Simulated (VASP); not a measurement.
Input of a VASP 6.6.1 run:

INCAR

```
ALGO     = Normal         # electronic algorithm
EDIFF    = 1E-7           # SCF threshold, eV
ENCUT    = 520            # plane-wave cutoff, eV
GGA      = PE             # functional
ISIF     = 2              # what is computed and relaxed
ISMEAR   = 0              # smearing method
LASPH    = T              # aspherical terms in the spheres
LCHARG   = F              # write CHGCAR
LREAL    = F              # projectors in reciprocal space
LWAVE    = F              # write WAVECAR
NBANDS   = 30             # bands
NELM     = 60             # most SCF steps
PREC     = Accurate       # precision mode
SIGMA    = 0.1            # smearing width, eV
```

Contents of KPOINTS:

```
k-points
0
Gamma
  4 4 4
```

Contents of POSCAR:

```
Hf4N
1.0
   -2.7658246800      2.7658246800      2.7658246800
    2.7658246800     -2.7658246800      2.7658246800
    2.7658246800      2.7658246800     -2.7658246800
Hf N
4 1
Direct
    0.5000000000      0.5000000000      0.5000000000
    0.5000000000      0.0000000000      0.0000000000
    0.0000000000      0.0000000000      0.5000000000
    0.0000000000      0.5000000000      0.0000000000
    0.0000000000      0.0000000000      0.0000000000
```

Potentials or basis: VASP PAW PBE potentials, release 64 (Hf_pv, N).

Run with:

```bash
$ cat potpaw_PBE.64/Hf_pv/POTCAR potpaw_PBE.64/N/POTCAR > POTCAR
$ mpirun -np 1 vasp_std > vasp.out
```

(1) Estimate the pressure.

## Answers

(1) 12.4 GPa.

Caveat: the k points lie up to 0.40 Å⁻¹ apart.
